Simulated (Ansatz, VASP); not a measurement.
BaZrO3 in VASP and in Ansatz

The input POSCAR:

```
BaZrO3
1.0
    4.1057784409      0.0000000000      0.0000000000
    0.0000000000      4.1057784409      0.0000000000
    0.0000000000      0.0000000000      4.1057784409
Ba Zr O
1 1 3
Direct
    0.0000000000      0.0000000000      0.0000000000
    0.5000000000      0.5000000000      0.5000000000
    0.5000000000      0.5000000000      0.0000000000
    0.5000000000      0.0000000000      0.5000000000
    0.0000000000      0.5000000000      0.5000000000
```

File INCAR.step1:

```
ALGO = Normal
EDIFF = 1E-4
ENCUT = 520
GGA = PE
ISMEAR = -1
LASPH = T
LCHARG = F
LREAL = F
LWAVE = T
NBANDS = 28
NELM = 80
PREC = Accurate
SIGMA = 0.05
```

Contents of INCAR.step2:

```
ALGO = Normal
EDIFF = 1E-6
ENCUT = 520
ISIF = 2
ISMEAR = -1
ISTART = 1
LASPH = T
LCHARG = F
LMIXTAU = T
LREAL = F
LWAVE = F
METAGGA = R2SCAN
NBANDS = 28
NELM = 80
PREC = Accurate
SIGMA = 0.05
```

KPOINTS

```
k-points
0
Gamma
  6 6 6
```

File input.yaml:

```yaml
crystal:
  lattice:
    - [4.1057784409, 0.0, 0.0]
    - [0.0, 4.1057784409, 0.0]
    - [0.0, 0.0, 4.1057784409]
  atoms:
    - { symbol: Ba, position: [0.0, 0.0, 0.0] }
    - { symbol: Zr, position: [0.5, 0.5, 0.5] }
    - { symbol: O, position: [0.5, 0.5, 0.0] }
    - { symbol: O, position: [0.5, 0.0, 0.5] }
    - { symbol: O, position: [0.0, 0.5, 0.5] }
hamiltonian:
  xc: r2scan
  pseudopotentials: { kind: paw }
kpoints:
  mp_grid: { grid: [6, 6, 6] }
scf:
  occupations: { method: fermi_dirac, width: 0.05 }
output:
  forces: true
  stress: true
  eigenvalues: true
  write_density: true
  write_potential: true
  elf: true
  volumetric_format: npy
```

Alike in both runs: task single point; functional r2SCAN; k mesh 6 × 6 × 6; occupations fermi-dirac, width 0.05 eV; no spin polarisation.

|  | VASP | Ansatz |
| --- | --- | --- |
| version | VASP 6.6.1 | Ansatz 0.2.0 |
| potentials or method | VASP PAW PBE potentials, release 64 (Ba_sv, Zr_sv, O) | Ansatz PAW |
| plane-wave cutoff (eV) | 520 | 500 |
| valence electrons in the cell | 40 | 40 |

Ansatz gave:

| Property | Result |
| --- | --- |
| gap on the k mesh at the Fermi level (eV) | 3.91 |
| least direct gap on the mesh (eV) | 4.04 |
| pressure (GPa) | 13.7 |

Task: Which values does VASP return?

Result: gap on the k mesh at the Fermi level (eV): 3.85; least direct gap on the mesh (eV): 4.01; pressure (GPa): 15.1.

VASP's potentials were made for PBE, not for r2SCAN. The functional is the same, so the differences come from potentials, cutoffs and numerics.

Neither program's run includes spin-orbit coupling.
